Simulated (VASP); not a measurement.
Wanted: the native input for a VASP 6.6.1 run.

* Task: electric field gradients
* Functional: PBE
* Potentials or basis: VASP PAW PBE potentials, release 64 (Ga_d, As)
* Cutoff: 520 eV
* k mesh: 11 × 11 × 11
* Occupations: fermi-dirac, width 0.05 eV
* Spin: no spin polarisation
* Dipole correction: no
* Further INCAR settings: ALGO = Normal; EDIFF = 1e-08; NBANDS = 16

The structure of GaAs lies in POSCAR:

```
GaAs
1.0
    0.0000000000      2.8268500000      2.7420445000
    2.8268500000      0.0000000000      2.7420445000
    2.8268500000      2.8268500000      0.0000000000
Ga As
1 1
Direct
    0.0000000000      0.0000000000      0.0000000000
    0.7500000000      0.7500000000      0.7500000000
```

This cell differs from its parent crystal: zz strain of -3 %.

One way to write it, as run:

INCAR

```
SYSTEM = GaAs
PREC = Accurate ; ENCUT = 520
EDIFF = 1E-8 ; ISMEAR = -1
SIGMA = 0.05 ; LREAL = .False.
LASPH = .True. ; NELM = 60
ALGO = Normal ; ISIF = 2
LWAVE = .False. ; LCHARG = .False.
GGA = PE ; LEFG = .True.
NBANDS = 16
```

KPOINTS

```
regular mesh
0
Gamma
  11 11 11
  0 0 0
```

Potentials or basis: VASP PAW PBE potentials, release 64 (Ga_d, As).

Command:

```sh
$ cat potpaw_PBE.64/Ga_d/POTCAR potpaw_PBE.64/As/POTCAR > POTCAR
$ mpirun -np 1 vasp_std > vasp.out
```

It gave:

* Pressure: 6.0 GPa
* Band gap on the k mesh: 0.63 eV
* Largest electric field gradient by atom: Ga +5.0; As -7.2 V/Å²

Caveat: the cell differs from its parent crystal (zz strain of -3 %); the cell stands under pressure; without QUAD_EFG the Cq values of the log hold for a quadrupole moment of 1 mb, not for the nuclei; an odd mesh through Γ misses points on the zone boundary, where band edges can lie.

Wall time 2.1 min on 1 thread of Intel Xeon 8259CL (shared host), peak memory 0.24 GiB.
